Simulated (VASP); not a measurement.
Input of a VASP 6.6.1 run:

Contents of INCAR:

```
PREC = Accurate ; ENCUT = 520
EDIFF = 1E-7 ; ISMEAR = 0
SIGMA = 0.2395 ; LREAL = F
LASPH = T ; NELM = 60
ALGO = Normal ; ISIF = 2
LWAVE = F ; LCHARG = F
GGA = PE ; NBANDS = 43
```

KPOINTS

```
regular mesh
0
Gamma
  3 3 3
```

Contents of POSCAR:

```
Cs2CrTe6
1.0
    0.0000000000      5.5395500000      5.5395500000
    5.5395500000      0.0000000000      5.5395500000
    5.5395500000      5.5395500000      0.0000000000
Te Cr Cs
6 1 2
Direct
    0.8080000000      0.1920000000      0.1920000000
    0.1920000000      0.8080000000      0.1920000000
    0.1920000000      0.8080000000      0.8080000000
    0.8080000000      0.1920000000      0.8080000000
    0.1920000000      0.1920000000      0.8080000000
    0.8080000000      0.8080000000      0.1920000000
    0.0000000000      0.0000000000      0.0000000000
    0.2500000000      0.2500000000      0.2500000000
    0.7500000000      0.7500000000      0.7500000000
```

Potentials or basis: VASP PAW PBE potentials, release 64 (Te, Cr_pv, Cs_sv).

Launch:

```bash
$ cat potpaw_PBE.64/Te/POTCAR potpaw_PBE.64/Cr_pv/POTCAR potpaw_PBE.64/Cs_sv/POTCAR > POTCAR
$ mpirun -np 1 vasp_std > vasp.out
```

What does it give for the largest force?

10.436 eV/Å.

Predict the pressure.

21.9 GPa.

Forces on the atoms (eV/Å):
```
Te   10.436   0.000   0.000
Te    0.000  10.436   0.000
Te  -10.436   0.000   0.000
Te    0.000 -10.436   0.000
Te    0.000   0.000  10.436
Te    0.000   0.000 -10.436
Cr    0.000   0.000   0.000
Cs    0.000   0.000   0.000
Cs    0.000   0.000   0.000
```

Caveat: spin-orbit coupling is left out, which moves the levels of the heavy elements; forces of over 1 eV/Å act on the atoms, so gaps and moduli don't describe the material at rest. Spin polarisation is off, so any magnetic state and its effect on volume and gap are missing.
